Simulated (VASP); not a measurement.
SiC (Moissanite):

```xyz
4
Lattice="3.0760 0.0000 0.0000 -1.5380 2.6639 0.0000 0.0000 0.0000 5.0480" Properties=species:S:1:pos:R:3 pbc="T T T"
Si    0.0000    1.7759    0.0000
Si    1.5380    0.8880    2.5240
C     0.0000    1.7759    1.9435
C     1.5380    0.8880    4.4675
```

| Property | Result |
| --- | --- |
| Program | VASP 6.6.1 |
| Task | relaxation of cell and atoms |
| Functional | LDA |
| Potentials or basis | VASP PAW LDA potentials, release 64 (Si, C) |
| Cutoff | 600 eV |
| k mesh | 6 × 6 × 4 |
| Occupations | fermi-dirac, width 0.02 eV |
| Spin | no spin polarisation |

At the start: pressure -3.7 GPa; volume 10.34 Å³/atom.

Question: How do energy, volume and symmetry change on relaxing?

Answer: Over 5 steps the energy falls by 10.9 meV/atom and the volume is 10.15 Å³/atom (-1.9 %); space group P6_3mc (No. 186, to 0.05 Å).

Step by step:
```csv
step,energy change (eV),largest force (eV/Å),pressure (GPa),volume (Å³)
1,0.0000,0.7268,-3.74,41.36
2,-0.0067,0.6646,4.27,39.93
3,-0.0413,0.0779,0.19,40.58
4,-0.0413,0.0628,0.28,40.57
5,-0.0438,0.0129,0.16,40.59
```

Final structure:
```
Si C
1.0
     3.05597    0.00000    0.00000
    -1.52799    2.64655    0.00000
     0.00000    0.00000    5.01914
Si C
2 2
Direct
  0.33333 0.66667 0.00467
  0.66667 0.33333 0.50467
  0.33333 0.66667 0.38033
  0.66667 0.33333 0.88033
```
